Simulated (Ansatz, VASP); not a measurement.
# Pt in VASP and in Ansatz

```
CELL_PARAMETERS angstrom
0.00000 2.00685 2.05579
2.00685 0.00000 2.05579
2.00685 2.00685 0.00000
ATOMIC_POSITIONS crystal
Pt 0.00000 0.00000 0.00000
```

Change from the starting cell: strain +0.025 along x and y, +0.050 along z, atoms carried along.

Alike in both runs: task single point; functional PBE; k mesh 20 × 20 × 20; occupations gaussian, width 0.15 eV; no spin polarisation.

|  | VASP | Ansatz |
| --- | --- | --- |
| version | VASP 6.6.1 | Ansatz 0.2.0 |
| potentials or method | VASP PAW PBE potentials, release 64 (Pt), cutoff 520 eV | scalar-relativistic, plane waves, PAW |
| valence electrons in the cell | 10 | 18 |

|  | VASP | Ansatz | Ansatz less VASP |
| --- | --- | --- | --- |
| gap on the k mesh at the Fermi level (eV) | none | none | - |
| pressure (GPa) | -12.3 | -11.9 | +0.38 |
| traceless stress, the component that is largest in VASP (GPa) | -1.16 | -1.17 | -0.015 |

A gap of «none» marks a metal or a gap that the smearing closes. With one functional, cell and mesh, what is left measures potentials, basis and numerics. VASP's potentials hold 10 valence electrons a cell and Ansatz's 18, so a difference there can come from the potentials and not from the codes.

Neither program's run includes spin-orbit coupling.
